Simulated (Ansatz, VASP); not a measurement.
# Two plane-wave programs on SnTe2

```xyz
3
Lattice="2.0883 1.2057 6.2910 -2.0883 1.2057 6.2910 0.0000 -2.4114 6.2910" Properties=species:S:1:pos:R:3 pbc="T T T"
Sn    0.0000    0.0000    0.0000
Te    0.0000    0.0000    4.5553
Te    0.0000    0.0000   14.3176
```

Alike in both runs: task single point; functional PBE; k mesh 4 × 4 × 4; occupations fermi-dirac, width 0.02 eV; no spin polarisation.

|  | VASP | Ansatz |
| --- | --- | --- |
| version | VASP 6.6.1 | Ansatz 0.2.0 |
| potentials or method | VASP PAW PBE potentials, release 64 (Sn_d, Te) | plane waves |
| plane-wave cutoff (eV) | 500 | 420 |
| valence electrons in the cell | 26 | 46 |

```tsv
	VASP	Ansatz	Ansatz less VASP
pressure (GPa)	2.2	2.1	-0.03
traceless stress, the component that is largest in VASP (GPa)	-1.34	-1.32	+0.020
rms of the force components (eV/Å)	0.078	0.072	-0.0061
```

Atom by atom the forces differ by 0.006 eV/Å (rms over components). With one functional, cell and mesh, what is left measures potentials, basis and numerics. VASP's potentials hold 26 valence electrons a cell and Ansatz's 46, so a difference there can come from the potentials and not from the codes.

The k mesh is coarse, so the values compare programs but aren't converged. Spin-orbit coupling is off throughout.
